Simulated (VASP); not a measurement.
Set up this calculation in VASP 6.6.1, as the native input.

```
Task                   : single point
Functional             : r2SCAN
Potentials or basis    : VASP PAW PBE potentials, release 64 (P, In_d, Bi_d)
Cutoff                 : 550 eV
k mesh                 : 4 × 4 × 4
Occupations            : fermi-dirac, width 0.02 eV
Spin                   : no spin polarisation
Dipole correction      : no
Further INCAR settings : ALGO = Normal; EDIFF = 1e-06; NBANDS = 61
```

Crystal: In4Bi3P.

```xyz
8
Lattice="-3.2031 3.2031 6.3862 3.2031 -3.2031 6.3862 3.2031 3.2031 -6.3862" Properties=species:S:1:pos:R:3 pbc="T T T"
P     0.0000    0.0000    0.0000
In    1.7449    1.7449    4.8931
In   -1.7449    1.7449    7.8792
In    1.4582    1.4582   -1.4931
In    1.7449   -1.7449    7.8792
Bi    3.2031    0.0000    3.1931
Bi    0.0000    0.0000    6.3862
Bi    0.0000    3.2031    3.1931
```

These files were run (other wordings do the same):

POSCAR

```
In4Bi3P
1.0
   -3.2031489723      3.2031489723      6.3861902586
    3.2031489723     -3.2031489723      6.3861902586
    3.2031489723      3.2031489723     -6.3861902586
P In Bi
1 4 3
Direct
    0.0000000000      0.0000000000      0.0000000000
    0.6554821475      0.6554821475      0.5447588137
    0.8892766662      0.3445178525      0.0000000000
    0.1107233338      0.1107233338      0.4552411863
    0.3445178525      0.8892766662      0.0000000000
    0.2500000000      0.7500000000      0.5000000000
    0.5000000000      0.5000000000      0.0000000000
    0.7500000000      0.2500000000      0.5000000000
```

INCAR.step1

```
  PREC = Accurate
  ENCUT = 550
  ISMEAR = -1
  SIGMA = 0.02
  LREAL = False
  LASPH = True
  NELM = 120
  NBANDS = 61
  GGA = PE
  ALGO = Normal
  EDIFF = 1E-5
  LWAVE = True
  LCHARG = False
  GGA_COMPAT = False
```

INCAR.step2

```
  PREC = Accurate
  ENCUT = 550
  EDIFF = 1E-6
  ISMEAR = -1
  SIGMA = 0.02
  LREAL = False
  LASPH = True
  NELM = 120
  ALGO = Normal
  ISIF = 2
  LWAVE = False
  LCHARG = False
  METAGGA = R2SCAN
  LMIXTAU = True
  NBANDS = 61
  ISTART = 1
  GGA_COMPAT = False
```

KPOINTS

```
Automatic mesh
0
Gamma
  4 4 4
```

Potentials or basis: VASP PAW PBE potentials, release 64 (P, In_d, Bi_d).

Launch:

```bash
$ cat potpaw_PBE.64/P/POTCAR potpaw_PBE.64/In_d/POTCAR potpaw_PBE.64/Bi_d/POTCAR > POTCAR
$ cp INCAR.step1 INCAR
$ mpirun -np 1 vasp_std > vasp.out
$ cp INCAR.step2 INCAR
$ mpirun -np 1 vasp_std > vasp.out
```

Results of the run:

| Property | Result |
| --- | --- |
| Pressure | 3.0 GPa |
| Largest force | 0.017 eV/Å |
| Band gap on the k mesh | 0.01 eV |

Caveat: the smearing spreads over this small gap; the PAW data sets were made with another functional, which shifts forces and pressure a little; spin-orbit coupling is left out, which moves the levels of the heavy elements.

It took 13 min on 1 thread of AMD EPYC 9R45 96-Core Processor (Zen 5) (shared host), peak memory 0.61 GiB.
